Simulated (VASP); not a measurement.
A run of VASP 6.6.1 is set up as follows.

The input INCAR:

```
PREC     = Accurate       # precision mode
ENCUT    = 520            # plane-wave cutoff, eV
EDIFF    = 1E-7           # SCF threshold, eV
ISMEAR   = -1             # smearing method
SIGMA    = 0.08           # smearing width, eV
LREAL    = False          # projectors in reciprocal space
LASPH    = True           # aspherical terms in the spheres
NELM     = 80             # most SCF steps
ALGO     = Normal         # electronic algorithm
ISIF     = 2              # what is computed and relaxed
LWAVE    = False          # write WAVECAR
LCHARG   = False          # write CHGCAR
GGA      = PS             # functional
NBANDS   = 8              # bands
```

Contents of KPOINTS:

```
Automatic mesh
0
Gamma
  17 17 17
```

The input POSCAR:

```
Si
1.0
   -1.5341527482      1.5341527482      1.5341527482
    1.5341527482     -1.5341527482      1.5341527482
    1.5341527482      1.5341527482     -1.5341527482
Si
1
Direct
    0.0000000000      0.0000000000      0.0000000000
```

Potentials or basis: VASP PAW PBE potentials, release 64 (Si).

Command:

```console
$ cat potpaw_PBE.64/Si/POTCAR > POTCAR
$ mpirun -np 1 vasp_std > vasp.out
```

(1) What does it give for the pressure?

(2) Estimate the band gap on the k mesh.

Results:

(1) -1.1 GPa.

(2) zero (band 2 reaches 21.56 eV, above the bottom of band 3 at 5.93 eV).

Caveat: the PAW data sets were made with another functional, which shifts forces and pressure a little.
